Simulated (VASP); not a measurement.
**Al: single point with PBE+D3(BJ)**

The system is Al.

```
CELL_PARAMETERS angstrom
2.77639 0.00000 0.00000
-1.38819 2.40442 0.00000
0.00000 0.00000 9.11617
ATOMIC_POSITIONS crystal
Al 0.00000 0.00000 0.00000
Al 0.33333 0.66667 0.25000
Al 0.00000 0.00000 0.50000
Al 0.66667 0.33333 0.75000
```

This isn't the form of Al at room conditions, which is fcc.

```yaml
Program: VASP 6.6.1
Task: single point
Functional: PBE
Dispersion: D3(BJ)
Potentials_or_basis: VASP PAW PBE potentials, release 64 (Al)
Cutoff: 520 eV
k_mesh: 18 × 18 × 6
Occupations: gaussian, width 0.15 eV
Spin: no spin polarisation
```

```
Pressure                   : 3.8 GPa
Band gap on the k mesh     : zero (bands 6 and 7 overlap by 5.60 eV)
Dispersion energy per atom : -0.366 eV
```

Stress tensor (GPa, compression positive):
```
3.85 0.00 0.00
0.00 3.85 0.00
0.00 0.00 3.77
```

Levels at points of the mesh, in eV from the Fermi level:
```
           k point  band 4  band 5  band 6  band 7  band 8  band 9
(0.00, 0.00, 0.00)   -4.94   -4.55    3.51    3.53   11.41   11.41
(0.50, 0.00, 0.00)   -4.10   -3.38   -3.34    0.81    1.22    1.45
(0.00, 0.00, 0.50)   -7.75   -0.97   -0.97    8.58    8.58   11.73
(0.50, 0.00, 0.50)   -5.00   -1.93   -1.93   -1.23   -1.23    4.79
```

Run time: 55 s on 1 thread of AMD EPYC 9R45 96-Core Processor (Zen 5) (shared host), peak memory 0.22 GiB.

Caveat: the cell stands under pressure.
